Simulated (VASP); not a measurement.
Set up this calculation in VASP 6.6.1, as the native input.

```yaml
Task: single point
Functional: PBE
Potentials_or_basis: VASP PAW PBE potentials, release 64 (Na_pv)
Cutoff: 520 eV
k_mesh: 14 × 14 × 14
Occupations: gaussian, width 0.1 eV
Spin: no spin polarisation
Dipole_correction: no
Further_INCAR_settings: ALGO = Fast; EDIFF = 1e-07; NBANDS = 10
```

The structure of Na lies in POSCAR:

```
Na
1.0
   -2.0982906995      2.0982906995      2.0982906995
    2.0982906995     -2.0982906995      2.0982906995
    2.0982906995      2.0982906995     -2.0982906995
Na
1
Direct
    0.0000000000      0.0000000000      0.0000000000
```

These files were run (other wordings do the same):

INCAR

```
PREC = Accurate ; ENCUT = 520
EDIFF = 1E-7 ; ISMEAR = 0
SIGMA = 0.1 ; LREAL = False
LASPH = True ; NELM = 60
ALGO = Fast ; ISIF = 2
LWAVE = False ; LCHARG = False
GGA = PE ; NBANDS = 10
```

KPOINTS

```
regular mesh
0
Gamma
  14 14 14
```

Potentials or basis: VASP PAW PBE potentials, release 64 (Na_pv).

Launch:

```sh
$ cat potpaw_PBE.64/Na_pv/POTCAR > POTCAR
$ mpirun -np 1 vasp_std > vasp.out
```

Results of the run:

* Pressure: 0.0 GPa

It took 31 s on 1 thread of AMD EPYC 7R43 64-Core Processor (Zen 3), with other jobs on the host, peak memory 0.12 GiB.
